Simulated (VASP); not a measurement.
# Tm3BF: relaxation of cell and atoms with PBE

Crystal: Tm3BF.

```
CELL_PARAMETERS angstrom
-4.94554 -0.04932 -0.02815
-0.02883 0.09909 -4.93124
-0.09864 -9.88241 0.19349
ATOMIC_POSITIONS crystal
Tm 0.49628 0.00473 0.00234
Tm 0.49146 0.00460 0.50484
Tm 0.48965 0.49494 0.75244
Tm 0.51665 0.48545 0.25152
Tm 0.99435 0.99372 0.74983
Tm 0.01131 0.99066 0.24668
B 0.49020 0.00809 0.74661
B 0.49424 0.01189 0.24561
F 0.00943 0.99737 0.49490
F 0.00641 0.00855 0.00523
```

```yaml
Program: VASP 6.6.1
Task: relaxation of cell and atoms
Functional: PBE
Potentials_or_basis: VASP PAW PBE potentials, release 64 (Tm_3, B, F), 4f in core
Cutoff: 600 eV
k_mesh: 4 × 4 × 2
Occupations: gaussian, width 0.2 eV
Spin: no spin polarisation
Dipole_correction: no
Further_INCAR_settings: ALGO = Normal; EDIFF = 1e-07; IBRION = 2; EDIFFG = -0.025; NSW = 80; ISIF = 3
```

```yaml
Relaxed_volume: 24.55 Å³/atom
Relaxed_cell: a = 4.929 Å, b = 5.053 Å, c = 9.859 Å, α = 90.03°, β = 90.03°, γ = 89.98°
Space_group_after_relaxing_to_0.1_Å: P4/mmm (No. 123)
Energy_gained_by_relaxing: 25.0 meV/atom
Ionic_steps: 15
Pressure_after_relaxing: 0.0 GPa
Largest_force_after_relaxing: 0.020 eV/Å
Band_gap_on_the_k_mesh: zero (bands 37 and 38 overlap by 0.96 eV)
```

Forces on the atoms (eV/Å):
```
Tm  -0.010  0.000  0.012
Tm  -0.009  0.008  0.002
Tm   0.000 -0.008  0.000
Tm   0.009 -0.006  0.004
Tm  -0.013 -0.002  0.007
Tm   0.004  0.002  0.001
B    0.003 -0.006 -0.005
B   -0.002 -0.002 -0.013
F    0.011  0.016 -0.005
F    0.007 -0.002 -0.003
```

Step by step:
| step | energy change (eV) | largest force (eV/Å) | pressure (GPa) | volume (Å³) |
| --- | --- | --- | --- | --- |
| 1 | 0.0000 | 0.9393 | 1.28 | 240.88 |
| 2 | -0.1913 | 0.3681 | -0.43 | 247.58 |
| 3 | -0.2015 | 0.2406 | -0.88 | 249.70 |
| 4 | -0.2276 | 0.1539 | 0.12 | 245.47 |
| 5 | -0.2280 | 0.1513 | 0.24 | 244.94 |
| 6 | -0.2374 | 0.1127 | 0.11 | 245.26 |
| 7 | -0.2395 | 0.0854 | 0.01 | 245.50 |
| 8 | -0.2431 | 0.0610 | -0.02 | 245.65 |
| 9 | -0.2451 | 0.0871 | -0.05 | 245.87 |
| 10 | -0.2473 | 0.0498 | 0.03 | 245.51 |
| 11 | -0.2482 | 0.0660 | 0.16 | 244.90 |
| 12 | -0.2483 | 0.0605 | 0.12 | 245.07 |
| 13 | -0.2490 | 0.0329 | -0.15 | 246.13 |
| 14 | -0.2491 | 0.0396 | -0.08 | 245.85 |
| 15 | -0.2497 | 0.0205 | -0.01 | 245.54 |

Final structure:
```
Tm B F
1.0
    -4.92927    0.00100   -0.00102
    -0.00061    0.00062   -5.05257
     0.00273   -9.85869    0.00386
Tm B F
6 2 2
Direct
  0.49709 0.00100 0.99992
  0.49712 0.99992 0.50004
  0.50016 0.50030 0.74976
  0.50142 0.49987 0.24988
  0.99901 0.00056 0.74981
  0.99981 0.99961 0.24989
  0.49989 0.99994 0.74993
  0.50051 0.99915 0.24998
  0.00274 0.99952 0.50082
  0.00226 0.00013 0.99997
```

Levels at points of the mesh, in eV from the Fermi level:
```tsv
k point	band 35	band 36	band 37	band 38	band 39	band 40
(0.00, 0.00, 0.00)	-0.35	-0.33	-0.21	-0.21	0.18	0.27
(0.50, 0.00, 0.00)	-0.62	-0.35	-0.01	-0.01	0.18	0.27
(0.00, 0.50, 0.00)	-0.35	-0.05	-0.01	0.06	0.48	0.48
(0.50, 0.50, 0.00)	-0.15	-0.01	0.06	0.81	1.07	1.07
(0.00, 0.00, 0.50)	-0.50	-0.50	-0.08	-0.08	-0.04	-0.04
(0.50, 0.00, 0.50)	-0.85	-0.85	-0.35	-0.35	0.84	0.85
(0.00, 0.50, 0.50)	-0.48	-0.48	0.49	0.49	0.61	0.61
(0.50, 0.50, 0.50)	-0.06	-0.06	0.31	0.31	0.96	0.96
```

Run time: 34 min on 1 thread of AMD EPYC 9R45 96-Core Processor (Zen 5) (shared host), peak memory 0.5 GiB.

Caveat: spin-orbit coupling is left out, which moves the levels of the heavy elements; the 4f electrons are frozen in the core, so they carry no moment and show no levels; the run has no spin polarisation, though such a crystal can be magnetic. With open d or f shells a metallic result of PBE can be an artefact of self-interaction; +U or a hybrid may open a gap.
